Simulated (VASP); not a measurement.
# Al (I4/mmm) in VASP: notebook

Al is run at these levels: PBE; tasks: electric field gradients.

All numbers are computed with VASP 6.6.1; they aren't measurements. Logs are shortened: lines on timing, memory, paths and dates and some standing lists are left out, and cuts for length are marked.

### 1 The cell of the first run

Symmetry: I4/mmm, No. 139, tetragonal system. Conventional cell: a = 2.948 Å, b = 2.948 Å, c = 4.048 Å, α = 90.00°, β = 90.00°, γ = 90.00°. Al (site symmetry 4/mmm) has 12 Al at 2.91 to 2.95 Å within 3.8 Å.

### 2 Electric field gradients, PBE (equal xx and yy strain of +3 %)

INCAR reads:

```
SYSTEM = Al
ALGO     = Normal         ! electronic algorithm
EDIFF    = 1E-8           ! SCF threshold, eV
ENCUT    = 520            ! plane-wave cutoff, eV
GGA      = PE             ! functional
ISIF     = 2              ! what is computed and relaxed
ISMEAR   = -1             ! smearing method
LASPH    = .True.         ! aspherical terms in the spheres
LCHARG   = .False.        ! write CHGCAR
LEFG     = .True.       
LREAL    = .False.        ! projectors in reciprocal space
LWAVE    = .False.        ! write WAVECAR
NBANDS   = 8              ! bands
NELM     = 100            ! most SCF steps
PREC     = Accurate       ! precision mode
SIGMA    = 0.05           ! smearing width, eV
```

KPOINTS reads:

```
k-points
0
Gamma
  14 14 14
  0 0 0
```

POSCAR reads:

```
Al
1.0
    0.0000000000      2.0846994000      2.0239800000
    2.0846994000      0.0000000000      2.0239800000
    2.0846994000      2.0846994000      0.0000000000
Al
1
Direct
    0.0000000000      0.0000000000      0.0000000000
```

Potentials or basis: VASP PAW PBE potentials, release 64 (Al).

The run is started by

```sh
cat potpaw_PBE.64/Al/POTCAR > POTCAR
mpirun -np 1 vasp_std > vasp.out
```

OUTCAR:

```text
SYSTEM = Al
   EDIFF = 1E-8
   ENCUT = 520
   GGA = PE
   ISIF = 2
   ISMEAR = -1
   LASPH = .True.
   LREAL = .False.
   NELM = 100
   PREC = Accurate

 ion  position               nearest neighbor table
   1  0.000  0.000  0.000-

  LATTYP: Found a body centered tetragonal cell.
 ALAT       =     2.9482101650
 C/A-ratio  =     1.3730228761

  Lattice vectors:

 A1 = (   0.0000000000,  -2.0846994000,  -2.0239800000)
 A2 = (   0.0000000000,   2.0846994000,  -2.0239800000)
 A3 = (   2.0846994000,   0.0000000000,   2.0239800000)

Analysis of symmetry for initial positions (statically):
=====================================================================
 Subroutine PRICEL returns:
 Original cell was already a primitive cell.

 Routine SETGRP: Setting up the symmetry group for a
 body centered tetragonal supercell.

 Subroutine GETGRP returns: Found 16 space group operations
 (whereof 16 operations were pure point group operations)
 out of a pool of 16 trial point group operations.

The static configuration has the point symmetry D_4h.

Analysis of symmetry for dynamics (positions and initial velocities):
=====================================================================
 Subroutine PRICEL returns:
 Original cell was already a primitive cell.

 Routine SETGRP: Setting up the symmetry group for a
 body centered tetragonal supercell.

 Subroutine GETGRP returns: Found 16 space group operations
 (whereof 16 operations were pure point group operations)
 out of a pool of 16 trial point group operations.

The dynamic configuration has the point symmetry D_4h.

 Subroutine INISYM returns: Found 16 space group operations
 (whereof 16 operations are pure point group operations),
 and found     1 'primitive' translations

----------------------------------------------------------------------------------------

                                     Primitive cell

  volume of cell :      17.5923

  direct lattice vectors                    reciprocal lattice vectors
     0.000000000  2.084699400  2.023980000    -0.239842732  0.239842732  0.247038014
     2.084699400  0.000000000  2.023980000     0.239842732 -0.239842732  0.247038014
     2.084699400  2.084699400  0.000000000     0.239842732  0.239842732 -0.247038014

  length of vectors
     2.905592303  2.905592303  2.948210165     0.419615125  0.419615125  0.419615125
[... 112 lines left out ...]
  volume of cell :       17.59
 maximum number of plane-waves:       503
 NGX is ok and might be reduce to    24
   NGX = 11   NGY = 11   NGZ = 11

 number of electron       3.0000000 magnetization

 Free energy of the ion-electron system (eV)
  ---------------------------------------------------
  ext. energy  EPLUGINS =         0.00000000
  ---------------------------------------------------
  free energy    TOTEN  =        -3.72280719 eV

  energy without entropy =       -3.71804915  energy(sigma->0) =       -3.72042817

 E-fermi :   7.3387     XC(G=0):  -9.9671

 val. band max:        7.3343091315   @ k =  -0.3571   0.2143   0.4286
 cond. band min:       7.3409615350   @ k =  -0.2143   0.4286   0.2857
 fundamental gap:      0.0066524034
 Fermi energy:         7.3386612218

 k-point     1 :       0.0000    0.0000    0.0000
  band No.  band energies     occupation
      1      -3.3517      2.00000
      2      19.5255      0.00000
      3      19.5255      0.00000
      4      19.8319      0.00000
      5      20.5832      0.00000
      6      20.6720      0.00000
      7      20.6720      0.00000
      8      23.3697      0.00000
[... 243 lines left out ...]
 k-point    24 :       0.2857    0.1429    0.0000
  band No.  band energies     occupation
      1      -1.3580      2.00000
      2      11.3592      0.00000
      3      15.1543      0.00000
      4      16.8142      0.00000
      5      18.0067      0.00000
      6      20.6791      0.00000
      7      24.3813      0.00000
      8      25.5887      0.00000

 [... further k-points ...]
[... 5 lines left out ...]
  --------------------------------------------------------------------------------------
  -------------------------------------------------------------------------------------
  Total       -0.4829997     -0.4829997     -0.4489225      0.0000000      0.0000000     -0.0000000
  in kB      -43.9880133    -43.9880133    -40.8845172      0.0000000      0.0000000     -0.0000000
  external PRESSURE =     -42.9535146 kB  Pullay stress =       0.0000000 kB

 VOLUME and BASIS-vectors are now :
 -----------------------------------------------------------------------------
  energy-cutoff  :      520.00
  volume of cell :       17.59
      direct lattice vectors                 reciprocal lattice vectors
     0.000000000  2.084699400  2.023980000    -0.239842732  0.239842732  0.247038014
     2.084699400  0.000000000  2.023980000     0.239842732 -0.239842732  0.247038014
     2.084699400  2.084699400  0.000000000     0.239842732  0.239842732 -0.247038014

 POSITION                                       TOTAL-FORCE (eV/Angst)
 -----------------------------------------------------------------------------------
      0.00000      0.00000      0.00000         0.000000      0.000000      0.000000
 -----------------------------------------------------------------------------------
    total drift:                                0.000000      0.000000     -0.000000

  FREE ENERGIE OF THE ION-ELECTRON SYSTEM (eV)
  ---------------------------------------------------
  free  energy   TOTEN  =        -3.7228071930 eV

  energy  without entropy=       -3.7180491464  energy(sigma->0) =       -3.72042817

 Electric field gradients (V/A^2)
---------------------------------------------------------------------
 ion       V_xx      V_yy      V_zz      V_xy      V_xz      V_yz
---------------------------------------------------------------------
   1       0.543     0.543    -1.086    -0.000    -0.000    -0.000
---------------------------------------------------------------------

 Electric field gradients after diagonalization (V/A^2)
 (convention: |V_zz| > |V_xx| > |V_yy|)
----------------------------------------------------------------------
 ion       V_xx      V_yy      V_zz     asymmetry (V_yy - V_xx)/ V_zz
----------------------------------------------------------------------
   1       0.543     0.543    -1.086       0.000
----------------------------------------------------------------------

           NMR quadrupolar parameters

 Cq : quadrupolar parameter    Cq=e*Q*V_zz/h
 eta: asymmetry parameters     (V_yy - V_xx)/ V_zz
 Q  : nuclear electric quadrupole moment in mb (millibarn)
----------------------------------------------------------------------
 ion       Cq(MHz)       eta       Q (mb)
----------------------------------------------------------------------
   1      -0.003       0.000       1.000
----------------------------------------------------------------------
```

Run time: 84 s. Hardware: 1 thread of AMD EPYC 7R13, shared host; peak memory 0.12 GiB.

What came out:

- Free energy: -3.7228 eV
- Pressure: -4.3 GPa

Levels at points of the mesh, in eV from the Fermi level:
```
           k point  band 1  band 2  band 3  band 4  band 5  band 6
(0.00, 0.00, 0.00)  -10.69   12.19   12.19   12.49   13.24   13.33
(0.50, 0.00, 0.00)   -4.33   -4.28   10.42   10.86   11.04   11.46
(0.50, 0.50, 0.00)   -2.48   -1.19    4.97    4.97    5.04    8.14
(0.50, 0.00, 0.50)   -2.89   -1.79    5.37    5.39    5.59    8.69
```

Electric field gradients, principal values (V/Å²):
```csv
atom,least,middle,greatest (by size)
1 Al,0.543,0.543,-1.086
```

Caveat: the cell differs from its parent crystal (equal xx and yy strain of +3 %); without QUAD_EFG the Cq values of the log hold for a quadrupole moment of 1 mb, not for the nuclei.

### 3 Electric field gradients, PBE (equal xx and yy strain of +3 %)

INCAR reads:

```
PREC = Accurate
ENCUT = 520
EDIFF = 1E-8
ISMEAR = -1
SIGMA = 0.05
LREAL = F
LASPH = T
NELM = 80
ALGO = Normal
ISIF = 2
LWAVE = F
LCHARG = F
GGA = PE
LEFG = T
NBANDS = 8
```

KPOINTS reads:

```
regular mesh
0
Gamma
  14 14 14
```

POSCAR is that of step 2.

Potentials or basis: VASP PAW PBE potentials, release 64 (Al).

The run is started by

```sh
cat potpaw_PBE.64/Al/POTCAR > POTCAR
mpirun -np 1 vasp_std > vasp.out
```

OUTCAR:

```text
PREC = Accurate
   ENCUT = 520
   EDIFF = 1E-8
   ISMEAR = -1
   LREAL = F
   LASPH = T
   NELM = 80
   ISIF = 2
   GGA = PE

 ion  position               nearest neighbor table
   1  0.000  0.000  0.000-

  LATTYP: Found a body centered tetragonal cell.
 ALAT       =     2.9482101650
 C/A-ratio  =     1.3730228761

  Lattice vectors:

 A1 = (   0.0000000000,  -2.0846994000,  -2.0239800000)
 A2 = (   0.0000000000,   2.0846994000,  -2.0239800000)
 A3 = (   2.0846994000,   0.0000000000,   2.0239800000)

Analysis of symmetry for initial positions (statically):
=====================================================================
 Subroutine PRICEL returns:
 Original cell was already a primitive cell.

 Routine SETGRP: Setting up the symmetry group for a
 body centered tetragonal supercell.

 Subroutine GETGRP returns: Found 16 space group operations
 (whereof 16 operations were pure point group operations)
 out of a pool of 16 trial point group operations.

The static configuration has the point symmetry D_4h.

Analysis of symmetry for dynamics (positions and initial velocities):
=====================================================================
 Subroutine PRICEL returns:
 Original cell was already a primitive cell.

 Routine SETGRP: Setting up the symmetry group for a
 body centered tetragonal supercell.

 Subroutine GETGRP returns: Found 16 space group operations
 (whereof 16 operations were pure point group operations)
 out of a pool of 16 trial point group operations.

The dynamic configuration has the point symmetry D_4h.

 Subroutine INISYM returns: Found 16 space group operations
 (whereof 16 operations are pure point group operations),
 and found     1 'primitive' translations

----------------------------------------------------------------------------------------

                                     Primitive cell

  volume of cell :      17.5923

  direct lattice vectors                    reciprocal lattice vectors
     0.000000000  2.084699400  2.023980000    -0.239842732  0.239842732  0.247038014
     2.084699400  0.000000000  2.023980000     0.239842732 -0.239842732  0.247038014
     2.084699400  2.084699400  0.000000000     0.239842732  0.239842732 -0.247038014

  length of vectors
     2.905592303  2.905592303  2.948210165     0.419615125  0.419615125  0.419615125

  position of ions in fractional coordinates (direct lattice)
     0.000000000  0.000000000  0.000000000

  ion indices of the primitive-cell ions
   primitive index   ion index
                 1           1

----------------------------------------------------------------------------------------

 KPOINTS: regular mesh

Automatic generation of k-mesh.
 Grid dimensions read from file:
 generate k-points for:   14   14   14

 Generating k-lattice:

  Cartesian coordinates                     Fractional coordinates (reciprocal lattice)
    -0.017131624  0.017131624  0.017645572     0.071428571  0.000000000  0.000000000
     0.017131624 -0.017131624  0.017645572     0.000000000  0.071428571  0.000000000
     0.017131624  0.017131624 -0.017645572     0.000000000  0.000000000  0.071428571
[... 62 lines left out ...]
   NFREE  =      0    steps in history (QN), initial steepest desc. (CG)
   ISIF   =      2    stress and relaxation
   ISYM   =      2    0-nonsym 1-usesym 2-fastsym
   POTIM  = 0.5000    time-step for ionic-motion
   TEBEG  =    0.0;   TEEND  =   0.0 temperature during run
   PSTRESS=    0.0 pullay stress
   NELECT =       3.0000    total number of electrons
   NUPDOWN=      -1.0000    fix difference up-down
   EMIN   =  10.00;   EMAX   =-10.00  energy-range for DOS
   EFERMI =   0.00;   METHOD = LEGACY
   ISMEAR =    -1;   SIGMA  =   0.05  broadening in eV -4-tet -1-fermi 0-gaus
   EFERMI_NEDOS =   21; number of points for ismear=-14 and -15
   IALGO  =     38    algorithm
   IMIX   =      4    mixing-type and parameters
     AMIX     =   0.40;   BMIX     =  1.00
     AMIX_MAG =   1.60;   BMIX_MAG =  1.00
  volume/ion in A,a.u.               =      17.59       118.72
  Fermi-wavevector in a.u.,A,eV,Ry     =   0.907836  1.715562 11.213470  0.824167
  Thomas-Fermi vector in A             =   2.031691
   LORBIT       =      0    0 simple, 1 ext, 2 COOP (PROOUT), +10 PAW based schemes
   GGA     = PE    functional components
   LHFCALC =     F    Hartree Fock is set to
   AEXX    =    0.0000 exact exchange contribution
   IVDW    =     0    specifies the selected vdW correction
   LEPSILON=     F    determine dielectric tensor
   LRPA    =     F    only Hartree local field effects (RPA)
 non-spin polarized calculation
  energy-cutoff  :      520.00
  volume of cell :       17.59
 maximum number of plane-waves:       503
 NGX is ok and might be reduce to    24
   NGX = 11   NGY = 11   NGZ = 11

 number of electron       3.0000000 magnetization

 Free energy of the ion-electron system (eV)
  ---------------------------------------------------
  ext. energy  EPLUGINS =         0.00000000
  ---------------------------------------------------
  free energy    TOTEN  =        -3.72280719 eV

  energy without entropy =       -3.71804915  energy(sigma->0) =       -3.72042817

 E-fermi :   7.3387     XC(G=0):  -9.9671

 val. band max:        7.3343091315   @ k =  -0.3571   0.2143   0.4286
 cond. band min:       7.3409615350   @ k =  -0.2143   0.4286   0.2857
 fundamental gap:      0.0066524034
 Fermi energy:         7.3386612218

 k-point     1 :       0.0000    0.0000    0.0000
  band No.  band energies     occupation
      1      -3.3517      2.00000
      2      19.5255      0.00000
      3      19.5255      0.00000
      4      19.8319      0.00000
      5      20.5832      0.00000
      6      20.6720      0.00000
      7      20.6720      0.00000
      8      23.3697      0.00000
[... 243 lines left out ...]
 k-point    24 :       0.2857    0.1429    0.0000
  band No.  band energies     occupation
      1      -1.3580      2.00000
      2      11.3592      0.00000
      3      15.1543      0.00000
      4      16.8142      0.00000
      5      18.0067      0.00000
      6      20.6791      0.00000
      7      24.3813      0.00000
      8      25.5887      0.00000

 [... further k-points ...]
[... 5 lines left out ...]
  --------------------------------------------------------------------------------------
  -------------------------------------------------------------------------------------
  Total       -0.4829997     -0.4829997     -0.4489225      0.0000000      0.0000000     -0.0000000
  in kB      -43.9880133    -43.9880133    -40.8845172      0.0000000      0.0000000     -0.0000000
  external PRESSURE =     -42.9535146 kB  Pullay stress =       0.0000000 kB

 VOLUME and BASIS-vectors are now :
 -----------------------------------------------------------------------------
  energy-cutoff  :      520.00
  volume of cell :       17.59
      direct lattice vectors                 reciprocal lattice vectors
     0.000000000  2.084699400  2.023980000    -0.239842732  0.239842732  0.247038014
     2.084699400  0.000000000  2.023980000     0.239842732 -0.239842732  0.247038014
     2.084699400  2.084699400  0.000000000     0.239842732  0.239842732 -0.247038014

 POSITION                                       TOTAL-FORCE (eV/Angst)
 -----------------------------------------------------------------------------------
      0.00000      0.00000      0.00000         0.000000      0.000000      0.000000
 -----------------------------------------------------------------------------------
    total drift:                                0.000000      0.000000     -0.000000

  FREE ENERGIE OF THE ION-ELECTRON SYSTEM (eV)
  ---------------------------------------------------
  free  energy   TOTEN  =        -3.7228071930 eV

  energy  without entropy=       -3.7180491464  energy(sigma->0) =       -3.72042817

 Electric field gradients (V/A^2)
---------------------------------------------------------------------
 ion       V_xx      V_yy      V_zz      V_xy      V_xz      V_yz
---------------------------------------------------------------------
   1       0.543     0.543    -1.086    -0.000    -0.000    -0.000
---------------------------------------------------------------------

 Electric field gradients after diagonalization (V/A^2)
 (convention: |V_zz| > |V_xx| > |V_yy|)
----------------------------------------------------------------------
 ion       V_xx      V_yy      V_zz     asymmetry (V_yy - V_xx)/ V_zz
----------------------------------------------------------------------
   1       0.543     0.543    -1.086       0.000
----------------------------------------------------------------------

           NMR quadrupolar parameters

 Cq : quadrupolar parameter    Cq=e*Q*V_zz/h
 eta: asymmetry parameters     (V_yy - V_xx)/ V_zz
 Q  : nuclear electric quadrupole moment in mb (millibarn)
----------------------------------------------------------------------
 ion       Cq(MHz)       eta       Q (mb)
----------------------------------------------------------------------
   1      -0.003       0.000       1.000
----------------------------------------------------------------------
```

stdout:

```text
POSCAR found type information on POSCAR Al
 POSCAR found :  1 types and       1 ions
 scaLAPACK will be used
 LDA part: xc-table for (Slater+PW92), standard interpolation
 POSCAR, INCAR and KPOINTS ok, starting setup
 FFT: planning ... GRIDC
 FFT: planning ... GRID_SOFT
 FFT: planning ... GRID
 WAVECAR not read
 entering main loop
ion   1
```

It took 85 s on 1 thread of AMD EPYC 7R13, shared host; peak memory 0.12 GiB.

Results:

```yaml
Free_energy: -3.7228 eV
Pressure: -4.3 GPa
```

Stress tensor (GPa, compression positive):
```
-4.40  0.00  0.00
 0.00 -4.40  0.00
 0.00  0.00 -4.09
```

Electric field gradients, principal values (V/Å²):
| atom | least | middle | greatest (by size) |
| --- | --- | --- | --- |
| 1 Al | 0.543 | 0.543 | -1.086 |

Caveat: the cell differs from its parent crystal (equal xx and yy strain of +3 %); without QUAD_EFG the Cq values of the log hold for a quadrupole moment of 1 mb, not for the nuclei.
